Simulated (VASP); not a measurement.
Write the native input for VASP 6.6.1 that does the following.

| Property | Result |
| --- | --- |
| Task | single point |
| Functional | PBE |
| Potentials or basis | VASP PAW PBE potentials, release 64 (Be, Te) |
| Cutoff | 520 eV |
| k mesh | 18 × 18 × 16 |
| Occupations | gaussian, width 0.1 eV |
| Spin | no spin polarisation |
| Dipole correction | no |
| Further INCAR settings | ALGO = Normal; EDIFF = 1e-06; NBANDS = 11 |

The structure of BeTe lies in POSCAR:

```
BeTe
1.0
    3.7216391134      0.0000000000      0.0000000000
   -1.8608195567      3.2230340159      0.0000000000
    0.0000000000      0.0000000000      3.3635504725
Be Te
1 1
Direct
    0.6666666667      0.3333333333      0.5000000000
    0.3333333333      0.6666666667      0.0000000000
```

These files were run (other wordings do the same):

INCAR

```
SYSTEM = BeTe
PREC = Accurate
ENCUT = 520
EDIFF = 1E-6
ISMEAR = 0
SIGMA = 0.1
LREAL = .False.
LASPH = .True.
NELM = 100
ALGO = Normal
ISIF = 2
LWAVE = .False.
LCHARG = .False.
GGA = PE
NBANDS = 11
```

KPOINTS

```
regular mesh
0
Gamma
  18 18 16
  0 0 0
```

Potentials or basis: VASP PAW PBE potentials, release 64 (Be, Te).

Run with:

```console
$ cat potpaw_PBE.64/Be/POTCAR potpaw_PBE.64/Te/POTCAR > POTCAR
$ mpirun -np 1 vasp_std > vasp.out
```

Results of the run:

The pressure is 0.1 GPa and the band gap on the k mesh is zero (band 4 reaches 8.38 eV, above the bottom of band 5 at 5.54 eV).

Caveat: spin-orbit coupling is left out, which moves the levels of the heavy elements.

Wall time 3 min on 1 thread of AMD EPYC 7R43 64-Core Processor (Zen 3) (shared host), peak memory 0.24 GiB.
